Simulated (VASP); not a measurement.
Crystal: Si2Ni.

```
CELL_PARAMETERS angstrom
0.00000 2.72090 2.72090
2.72090 0.00000 2.72090
2.72090 2.72090 0.00000
ATOMIC_POSITIONS crystal
Ni 0.00000 0.00000 0.00000
Si 0.75000 0.75000 0.75000
Si 0.25000 0.25000 0.25000
```

Program: VASP 6.6.1. Alike in all runs: task single point; spin collinear, ferromagnetic start; cell as given; k mesh 9 × 9 × 9; cutoff (eV) 520; smearing fermi-dirac 0.05 eV.

Order these runs on this cell by their pressure, lowest first.
A. level r2SCAN; potentials or basis VASP PAW PBE potentials, release 64 (Ni, Si)
B. level LDA; potentials or basis VASP PAW LDA potentials, release 64 (Ni, Si)
C. level PBE; potentials or basis VASP PAW PBE potentials, release 64 (Ni, Si)

B (-6.9 GPa), A (-4.3 GPa), C (0.7 GPa).

Caveats: the PAW data sets were made with another functional, which shifts forces and pressure a little (some runs).
